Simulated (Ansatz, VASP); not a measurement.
# One calculation of Be, two programs

```
CELL_PARAMETERS angstrom
2.06751 0.00000 0.00000
0.00000 2.06751 0.00000
0.00000 0.00000 2.06751
ATOMIC_POSITIONS crystal
Be 0.00000 0.00000 0.00000
```

Change from the starting cell: volume scaled by 0.9, PAW files.

Alike in both runs: task single point; functional LDA; k mesh 21 × 21 × 21; occupations fermi-dirac, width 0.1 eV; no spin polarisation.

|  | VASP | Ansatz |
| --- | --- | --- |
| version | VASP 6.6.1 | Ansatz 0.2.0 |
| potentials or method | VASP PAW LDA potentials, release 64 (Be) | PAW with Ansatz's default frozen-core files, scalar-relativistic |
| plane-wave cutoff (eV) | 600 | 420 |
| valence electrons in the cell | 2 | 2 |

```tsv
	VASP	Ansatz	Ansatz less VASP
pressure (GPa)	10.4	10.1	-0.33
```

LDA's correlation is that of Perdew and Zunger in VASP and of Perdew and Wang (1992) in Ansatz.
